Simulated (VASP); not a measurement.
**Cu: single point with PBEsol**

Cu:

```
Cu
1.0
     0.00000    1.78143    1.78143
     1.78143    0.00000    1.78143
     1.78143    1.78143    0.00000
Cu
1
Direct
  0.00000 0.00000 0.00000
```

```json
{"Program": "VASP 6.6.1", "Task": "single point", "Functional": "PBEsol", "Potentials or basis": "VASP PAW PBE potentials, release 64 (Cu)", "Cutoff": "520 eV", "k mesh": "12 × 12 × 12", "Occupations": "gaussian, width 0.1 eV", "Spin": "no spin polarisation", "Dipole correction": "no", "Further INCAR settings": "ALGO = Fast; EDIFF = 1e-06; NBANDS = 12"}
```

* Pressure: 0.6 GPa

Levels at points of the mesh, in eV from the Fermi level:
| k point | band 3 | band 4 | band 5 | band 6 | band 7 | band 8 | band 9 | band 10 |
| --- | --- | --- | --- | --- | --- | --- | --- | --- |
| (0.00, 0.00, 0.00) | -3.08 | -3.08 | -2.19 | -2.19 | 23.02 | 25.97 | 25.97 | 25.97 |
| (0.50, 0.00, 0.00) | -3.12 | -1.59 | -1.59 | -1.08 | 4.05 | 21.49 | 22.79 | 22.79 |
| (0.50, 0.50, 0.00) | -1.60 | -1.44 | -1.44 | 1.51 | 7.49 | 13.46 | 13.46 | 18.09 |

Wall time 9.9 s on 1 thread of Intel(R) Xeon(R) Platinum 8488C (Sapphire Rapids), with other jobs on the host, peak memory 0.12 GiB.

Caveat: the PAW data sets were made with another functional, which shifts forces and pressure a little.
